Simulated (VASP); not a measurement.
# Ga: relaxation of shape and atoms at fixed volume with PBE

Ga:

```xyz
1
Lattice="2.4767 0.0000 0.0000 -1.2384 2.1449 0.0000 0.0000 0.0000 2.3710" Properties=species:S:1:pos:R:3 pbc="T T T"
Ga    0.0000    0.0000    0.0000
```

```
Program                : VASP 6.6.1
Task                   : relaxation of shape and atoms at fixed volume
Functional             : PBE
Potentials or basis    : VASP PAW PBE potentials, release 64 (Ga_d)
Cutoff                 : 600 eV
k mesh                 : 17 × 17 × 15
Occupations            : fermi-dirac, width 0.05 eV
Spin                   : no spin polarisation
Dipole correction      : no
Further INCAR settings : ALGO = Normal; EDIFF = 1e-07; IBRION = 2; EDIFFG = -0.005; NSW = 50; ISIF = 4
```

```
Energy gained by relaxing : 1.0 meV/atom
Ionic steps               : 3
Pressure after relaxing   : 62.3 GPa
```

The path:
| step | energy change (eV) | largest force (eV/Å) | pressure (GPa) | volume (Å³) |
| --- | --- | --- | --- | --- |
| 1 | 0.0000 | 0.0000 | 62.35 | 12.60 |
| 2 | -0.0003 | 0.0000 | 62.28 | 12.60 |
| 3 | -0.0010 | 0.0000 | 62.31 | 12.60 |

Final structure:
```xyz
1
Lattice="2.4696 0.0000 0.0000 -1.2348 2.1388 0.0000 0.0000 0.0000 2.3847" Properties=species:S:1:pos:R:3 pbc="T T T"
Ga    0.0000    0.0000    0.0000
```

Levels at points of the mesh, in eV from the Fermi level:
```csv
k point,band 2,band 3,band 4,band 5,band 6,band 7,band 8,band 9,band 10
"(0.00, 0.00, 0.00)",-15.56,-15.56,-14.89,-14.89,-14.51,11.12,14.92,16.90,16.90
```

Wall time 42 s on 1 thread of Intel(R) Xeon(R) Platinum 8488C (Sapphire Rapids), on a shared host, peak memory 0.16 GiB.
